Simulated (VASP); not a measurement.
# MgS (P6_3mc) in VASP: a series of runs, part 2 of 2

VASP 6.6.1. Earlier steps stand in the parts before.

### 3 Relaxation of cell and atoms, r2SCAN

This run uses another cell than the first one, of 23.11 Å³/atom, 1.163 times its volume.

POSCAR

```
MgS
1.0
    4.0396555883      0.0000000000      0.0000000000
   -2.0198277941      3.4984443620      0.0000000000
    0.0000000000      0.0000000000     13.0802737960
Mg S
4 4
Direct
    0.0000000000      0.0000000000     -0.0010923341
    0.3333333333      0.6666666667      0.2498051615
    0.0000000000      0.0000000000      0.4989076659
    0.6666666667      0.3333333333      0.7498051615
    0.0000000000      0.0000000000      0.1880097778
    0.3333333333      0.6666666667      0.4382773948
    0.0000000000      0.0000000000      0.6880097778
    0.6666666667      0.3333333333      0.9382773948
```

INCAR.step1

```
PREC = Accurate
ENCUT = 600
ISMEAR = -1
SIGMA = 0.02
LREAL = F
LASPH = T
NELM = 100
GGA = PE
ALGO = Normal
EDIFF = 1E-4
LWAVE = T
LCHARG = F
```

INCAR.step2

```
PREC = Accurate
ENCUT = 600
EDIFF = 1E-6
ISMEAR = -1
SIGMA = 0.02
LREAL = F
LASPH = T
NELM = 100
ALGO = Normal
ISIF = 3
LWAVE = F
LCHARG = F
METAGGA = R2SCAN
LMIXTAU = T
IBRION = 2
NSW = 80
EDIFFG = -0.005
ISTART = 1
```

KPOINTS

```
Automatic mesh
0
Gamma
  6 6 2
```

Potentials or basis: VASP PAW PBE potentials, release 64 (Mg, S).

Run with:

```console
> cat potpaw_PBE.64/Mg/POTCAR potpaw_PBE.64/S/POTCAR > POTCAR
> cp INCAR.step1 INCAR
> mpirun -np 1 vasp_std > vasp.out
> cp INCAR.step2 INCAR
> mpirun -np 1 vasp_std > vasp.out
```

OUTCAR:

```text
PREC = Accurate
   ENCUT = 600
   EDIFF = 1E-6
   ISMEAR = -1
   LREAL = F
   LASPH = T
   NELM = 100
   ISIF = 3
   METAGGA = R2SCAN
   IBRION = 2
   NSW = 80
   EDIFFG = -0.005
   ISTART = 1

 ion  position               nearest neighbor table
   1  0.000  0.000  0.999-   8 2.46   8 2.46   8 2.46   5 2.47
   2  0.333  0.667  0.250-   6 2.47   5 2.47   5 2.47   5 2.47
   3  0.000  0.000  0.499-   6 2.46   6 2.46   6 2.46   7 2.47
   4  0.667  0.333  0.750-   8 2.47   7 2.47   7 2.47   7 2.47
   5  0.000  0.000  0.188-   2 2.47   2 2.47   2 2.47   1 2.47
   6  0.333  0.667  0.438-   3 2.46   3 2.46   3 2.46   2 2.47
   7  0.000  0.000  0.688-   4 2.47   4 2.47   4 2.47   3 2.47
   8  0.667  0.333  0.938-   1 2.46   1 2.46   1 2.46   4 2.47

  LATTYP: Found a hexagonal cell.
 ALAT       =     4.0396555883
 C/A-ratio  =     3.2379675718

  Lattice vectors:

 A1 = (   4.0396555883,   0.0000000000,   0.0000000000)
 A2 = (  -2.0198277941,   3.4984443620,   0.0000000000)
 A3 = (   0.0000000000,   0.0000000000,  13.0802737960)

Analysis of symmetry for initial positions (statically):
=====================================================================
 Subroutine PRICEL returns:
 Original cell was already a primitive cell.

 Routine SETGRP: Setting up the symmetry group for a
 hexagonal supercell.

 Subroutine GETGRP returns: Found 12 space group operations
 (whereof  6 operations were pure point group operations)
 out of a pool of 24 trial point group operations.

The static configuration has the point symmetry C_3v.
 The point group associated with its full space group is C_6v.

Analysis of symmetry for dynamics (positions and initial velocities):
=====================================================================
 Subroutine PRICEL returns:
 Original cell was already a primitive cell.

 Routine SETGRP: Setting up the symmetry group for a
 hexagonal supercell.

 Subroutine GETGRP returns: Found 12 space group operations
 (whereof  6 operations were pure point group operations)
 out of a pool of 24 trial point group operations.

The dynamic configuration has the point symmetry C_3v.
 The point group associated with its full space group is C_6v.

 Subroutine INISYM returns: Found 12 space group operations
 (whereof  6 operations are pure point group operations),
 and found     1 'primitive' translations

----------------------------------------------------------------------------------------

                                     Primitive cell

  volume of cell :     184.8571

  direct lattice vectors                    reciprocal lattice vectors
     4.039655588  0.000000000  0.000000000     0.247545856  0.142920667  0.000000000
    -2.019827794  3.498444362  0.000000000     0.000000000  0.285841333  0.000000000
     0.000000000  0.000000000 13.080273796     0.000000000  0.000000000  0.076450999

  length of vectors
     4.039655588  4.039655588 13.080273796     0.285841333  0.285841333  0.076450999

  position of ions in fractional coordinates (direct lattice)
     0.000000000  0.000000000  0.998907666
     0.333333333  0.666666667  0.249805161
     0.000000000  0.000000000  0.498907666
     0.666666667  0.333333333  0.749805161
     0.000000000  0.000000000  0.188009778
     0.333333333  0.666666667  0.438277395
     0.000000000  0.000000000  0.688009778
     0.666666667  0.333333333  0.938277395
[... 26 lines left out ...]

  Length of vectors
     0.047640222  0.047640222  0.038225500

  Shift w.r.t. Gamma in fractional coordinates (k-lattice)
     0.000000000  0.000000000  0.000000000

 Subroutine IBZKPT returns following result:
 ===========================================

 Found     14 irreducible k-points:

 Following reciprocal coordinates:
            Coordinates               Weight
  0.000000  0.000000  0.000000      1.000000
  0.166667 -0.000000  0.000000      6.000000
  0.333333  0.000000  0.000000      6.000000
  0.500000  0.000000  0.000000      3.000000
  0.166667  0.166667  0.000000      6.000000
  0.333333  0.166667  0.000000     12.000000
  0.333333  0.333333  0.000000      2.000000
  0.000000  0.000000  0.500000      1.000000
  0.166667 -0.000000  0.500000      6.000000
  0.333333  0.000000  0.500000      6.000000
  0.500000  0.000000  0.500000      3.000000
  0.166667  0.166667  0.500000      6.000000
  0.333333  0.166667  0.500000     12.000000
  0.333333  0.333333  0.500000      2.000000
   k-points           NKPTS =     14   k-points in BZ     NKDIM =     14   number of bands    NBANDS=     21
   number of dos      NEDOS =    301   number of ions     NIONS =      8
   total plane-waves  NPLWV = 110592
   dimension x,y,z NGX =    32 NGY =   32 NGZ =  108
   dimension x,y,z NGXF=    64 NGYF=   64 NGZF=  216
   ions per type =               4   4
   NGX,Y,Z   is equivalent  to a cutoff of  13.17, 13.17, 13.73 a.u.
   NGXF,Y,Z  is equivalent  to a cutoff of  26.34, 26.34, 27.45 a.u.
 SYSTEM =  unknown system
   PREC   = accura    normal or accurate (medium, high low for compatibility)
   ISTART =      1    job   : 0-new  1-cont  2-samecut
   ICHARG =      0    charge: 1-file 2-atom 10-const
   ISPIN  =      1    spin polarized calculation?
   LNONCOLLINEAR =      F non collinear calculations
   LSORBIT =      F    spin-orbit coupling
   LASPH  =      T    aspherical Exc in radial PAW
   ENCUT  =  600.0 eV  44.10 Ry    6.64 a.u.   8.07  8.07 26.12*2*pi/ulx,y,z
   NELM   =    100;   NELMIN=  2; NELMDL=  0     # of ELM steps
   EDIFF  = 0.1E-05   stopping-criterion for ELM
   LREAL  =      F    real-space projection
   EDIFFG = -.5E-02   stopping-criterion for IOM
   NSW    =     80    number of steps for IOM
   IBRION =      2    ionic relax: 0-MD 1-quasi-New 2-CG
   NFREE  =      1    steps in history (QN), initial steepest desc. (CG)
   ISIF   =      3    stress and relaxation
   ISYM   =      2    0-nonsym 1-usesym 2-fastsym
   POTIM  = 0.5000    time-step for ionic-motion
   TEBEG  =    0.0;   TEEND  =   0.0 temperature during run
   PSTRESS=    0.0 pullay stress
   NELECT =      32.0000    total number of electrons
   NUPDOWN=      -1.0000    fix difference up-down
   EMIN   =  10.00;   EMAX   =-10.00  energy-range for DOS
   EFERMI =   0.00;   METHOD = LEGACY
   ISMEAR =    -1;   SIGMA  =   0.02  broadening in eV -4-tet -1-fermi 0-gaus
   EFERMI_NEDOS =   21; number of points for ismear=-14 and -15
   IALGO  =     38    algorithm
   IMIX   =      4    mixing-type and parameters
     AMIX     =   0.40;   BMIX     =  1.00
     AMIX_MAG =   1.60;   BMIX_MAG =  1.00
  volume/ion in A,a.u.               =      23.11       155.93
  Fermi-wavevector in a.u.,A,eV,Ry     =   0.912388  1.724163 11.326189  0.832451
  Thomas-Fermi vector in A             =   2.036778
   LORBIT       =      0    0 simple, 1 ext, 2 COOP (PROOUT), +10 PAW based schemes
   METAGGA = R2SCAN    functional components
   LHFCALC =     F    Hartree Fock is set to
   AEXX    =    0.0000 exact exchange contribution
   IVDW    =     0    specifies the selected vdW correction
   LEPSILON=     F    determine dielectric tensor
   LRPA    =     F    only Hartree local field effects (RPA)
 conjugate gradient relaxation of ions
 non-spin polarized calculation
  energy-cutoff  :      600.00
  volume of cell :      184.86
 maximum number of plane-waves:      6212
   NGX = 17   NGY = 17   NGZ = 53

--------------------------------------- Ionic step        1  -------------------------------------------

 number of electron      32.0000001 magnetization

 Free energy of the ion-electron system (eV)
  ---------------------------------------------------
  ext. energy  EPLUGINS =         0.00000000
  ---------------------------------------------------
  free energy    TOTEN  =       -61.82037829 eV

  energy without entropy =      -61.82037829  energy(sigma->0) =      -61.82037829

------------------------ aborting loop because EDIFF is reached ----------------------------------------

  FORCE on cell =-STRESS in cart. coord.  units (eV):
  Direction    XX          YY          ZZ          XY          YZ          ZX
  --------------------------------------------------------------------------------------
  -------------------------------------------------------------------------------------
  Total       -1.5337172     -1.5337172     -1.4923702     -0.0000000      0.0000000      0.0000000
  in kB      -13.2928999    -13.2928999    -12.9345407     -0.0000000      0.0000000      0.0000000
  external PRESSURE =     -13.1734468 kB  Pullay stress =       0.0000000 kB
[... 71 lines left out ...]
--------------------------------------- Ionic step        3  -------------------------------------------

 number of electron      32.0000002 magnetization

 Free energy of the ion-electron system (eV)
  ---------------------------------------------------
  ext. energy  EPLUGINS =         0.00000000
  ---------------------------------------------------
  free energy    TOTEN  =       -61.83784945 eV

  energy without entropy =      -61.83784945  energy(sigma->0) =      -61.83784945

 E-fermi :   1.2926     XC(G=0):  -8.7901

 val. band max:        0.8402989864   @ k =   0.0000   0.0000   0.0000
 cond. band min:       4.9952013868   @ k =   0.0000   0.0000   0.0000
 fundamental gap:      4.1549024004
 Fermi energy:         1.2926011083

 k-point     1 :       0.0000    0.0000    0.0000
  band No.  band energies     occupation
      1     -10.9632      2.00000
      2     -10.6350      2.00000
      3     -10.6269      2.00000
      4     -10.2419      2.00000
      5      -2.3594      2.00000
      6      -1.0422      2.00000
[... 360 lines left out ...]
  FREE ENERGIE OF THE ION-ELECTRON SYSTEM (eV)
  ---------------------------------------------------
  free  energy   TOTEN  =       -61.8378494501 eV

  energy  without entropy=      -61.8378494501  energy(sigma->0) =      -61.83784945

 reached required accuracy - stopping structural energy minimisation
```

Wall time 11 min (1 thread of Oxide Virtual Turin-like, shared host); peak memory 0.36 GiB.

What came out:

| Property | Result |
| --- | --- |
| Free energy | -61.8378 eV |
| Relaxed volume | 22.59 Å³/atom |
| Relaxed cell | a = 4.009 Å, b = 4.009 Å, c = 12.983 Å, α = 90.00°, β = 90.00°, γ = 120.00° |
| Space group after relaxing (to 0.05 Å) | P6_3mc (No. 186) |
| Energy gained by relaxing | 2.2 meV/atom |
| Ionic steps | 3 |
| Pressure after relaxing | 0.0 GPa |
| Largest force after relaxing | 0.003 eV/Å |
| Band gap on the k mesh | 4.15 eV, direct |

Forces on the atoms (eV/Å):
```
Mg   0.000  0.000  0.002
Mg   0.000  0.000 -0.001
Mg   0.000  0.000  0.002
Mg   0.000  0.000 -0.001
S    0.000  0.000 -0.003
S    0.000  0.000  0.002
S    0.000  0.000 -0.003
S    0.000  0.000  0.002
```

Step by step:
```csv
step,energy change (eV),largest force (eV/Å),pressure (GPa),volume (Å³)
1,0.0000,0.0034,-1.32,184.86
2,-0.0166,0.0033,0.31,179.82
3,-0.0175,0.0031,0.01,180.70
```

Final structure:
```
Mg S
1.0
     4.00890    0.00000    0.00000
    -2.00445    3.47181    0.00000
     0.00000    0.00000   12.98337
Mg S
4 4
Cartesian
  0.0000 0.0000 12.9693
  0.0000 2.3145 3.2433
  0.0000 0.0000 6.4776
  2.0045 1.1573 9.7350
  0.0000 0.0000 2.4409
  0.0000 2.3145 5.6903
  0.0000 0.0000 8.9326
  2.0045 1.1573 12.1820
```

Levels at points of the mesh, in eV from the valence-band top:
```tsv
k point	band 13	band 14	band 15	band 16	band 17	band 18	band 19	band 20
(0.00, 0.00, 0.00)	-0.23	-0.05	-0.05	0.00	4.15	5.57	5.63	5.74
(0.50, 0.00, 0.00)	-0.78	-0.76	-0.48	-0.38	4.63	4.90	5.95	6.05
(0.00, 0.00, 0.50)	-0.11	-0.11	-0.11	-0.11	4.81	4.81	5.72	5.72
(0.50, 0.00, 0.50)	-0.75	-0.75	-0.51	-0.51	4.97	4.97	5.81	5.81
```

Caveat: the PAW data sets were made with another functional, which shifts forces and pressure a little. r2SCAN opens gaps a little over a GGA but as a rule still falls short of measured ones.
